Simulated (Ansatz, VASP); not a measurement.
**Two plane-wave programs on FeO**

```
CELL_PARAMETERS angstrom
2.90291 0.00000 0.00000
-1.45145 2.51399 0.00000
0.00000 0.00000 2.83309
ATOMIC_POSITIONS crystal
Fe 0.00000 0.00000 0.00000
O 0.66667 0.33333 0.50000
```

Alike in both runs: task relaxation of cell and atoms; functional BLYP; dispersion D4; k mesh 10 × 10 × 9; occupations fermi-dirac, width 0.05 eV; collinear spin.

```csv
,VASP,Ansatz
version,VASP 6.6.1,Ansatz 0.2.0
potentials or method,"VASP PAW PBE potentials, release 64 (Fe, O)",Ansatz PAW
plane-wave cutoff (eV),600,420
valence electrons in the cell,14,22
```

|  | VASP | Ansatz | Ansatz less VASP |
| --- | --- | --- | --- |
| gap on the k mesh at the Fermi level, each at its own relaxed structure (eV) | none | none | - |
| net moment per atom (μB) | 1.99 | 1.99 | +0.002 |
| size of the moment on the site where the two differ most (μB) | 3.53 | 3.42 | -0.116 |
| relaxed volume (Å³/atom) | 9.79 | 9.79 | -0.002 |
| relaxed cell length with the largest relative difference (Å) | 2.762 | 2.764 | +0.0022 |

VASP's potentials were made for PBE, not for BLYP. Site moments also hang on the region over which each program counts them. A gap of «none» marks a metal or a gap that the smearing closes. VASP's potentials hold 14 valence electrons a cell and Ansatz's 22, so a difference there can come from the potentials and not from the codes.

Noted on Ansatz's run: the plane-wave basis is chosen anew once the cell has moved, so the energies of steps on either side of that aren't comparable.
